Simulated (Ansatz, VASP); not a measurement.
One calculation of Ni2Ge, two programs

```xyz
6
Lattice="3.9079 0.0000 0.0000 -1.9539 3.3843 0.0000 0.0000 0.0000 5.1798" Properties=species:S:1:pos:R:3 pbc="T T T"
Ni    1.9539    1.1281    1.2950
Ni    0.0000    2.2562    3.8849
Ni    0.0000    0.0000    0.0000
Ni    0.0000    0.0000    2.5899
Ge    1.9539    1.1281    3.8849
Ge    0.0000    2.2562    1.2950
```

Alike in both runs: task single point; functional PBEsol; k mesh 18 × 18 × 10; occupations gaussian, width 0.15 eV; no spin polarisation.

|  | VASP | Ansatz |
| --- | --- | --- |
| version | VASP 6.6.1 | Ansatz 0.2.0 |
| potentials or method | VASP PAW PBE potentials, release 64 (Ni, Ge_d), cutoff 520 eV | scalar-relativistic, plane waves, PAW |
| valence electrons in the cell | 68 | 100 |

|  | VASP | Ansatz | Ansatz less VASP |
| --- | --- | --- | --- |
| gap on the k mesh at the Fermi level (eV) | none | none | - |
| pressure (GPa) | 1.7 | 1.6 | -0.04 |
| traceless stress, the component that is largest in VASP (GPa) | -7.27 | -7.16 | +0.108 |

VASP's potentials were made for PBE, not for PBEsol. A gap of «none» marks a metal or a gap that the smearing closes. The functional is the same, so the differences come from potentials, cutoffs and numerics. VASP's potentials hold 68 valence electrons a cell and Ansatz's 100, so a difference there can come from the potentials and not from the codes.
